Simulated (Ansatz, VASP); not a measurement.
# Two plane-wave programs on CsBr

```
Cs Br
1.0
     4.28600    0.00000    0.00000
     0.00000    4.28600    0.00000
     0.00000    0.00000    4.28600
Cs Br
1 1
Direct
  0.00000 0.00000 0.00000
  0.50000 0.50000 0.50000
```

Alike in both runs: task single point; functional PBE; k mesh 6 × 6 × 6; occupations gaussian, width 0.02 eV; no spin polarisation.

|  | VASP | Ansatz |
| --- | --- | --- |
| version | VASP 6.6.1 | Ansatz 0.2.0 |
| potentials or method | VASP PAW PBE potentials, release 64 (Cs_sv, Br), cutoff 500 eV | scalar-relativistic, plane waves, PAW |
| valence electrons in the cell | 16 | 16 |

Ansatz gave:

```
gap on the k mesh at the Fermi level (eV) : 4.53
least direct gap on the mesh (eV)         : 4.53
pressure (GPa)                            : 1.1
```

Task: Which values does VASP return?

Result: gap on the k mesh at the Fermi level (eV): 4.52; least direct gap on the mesh (eV): 4.52; pressure (GPa): 1.1.

The functional is the same, so the differences come from potentials, cutoffs and numerics.

Spin-orbit coupling is off throughout.
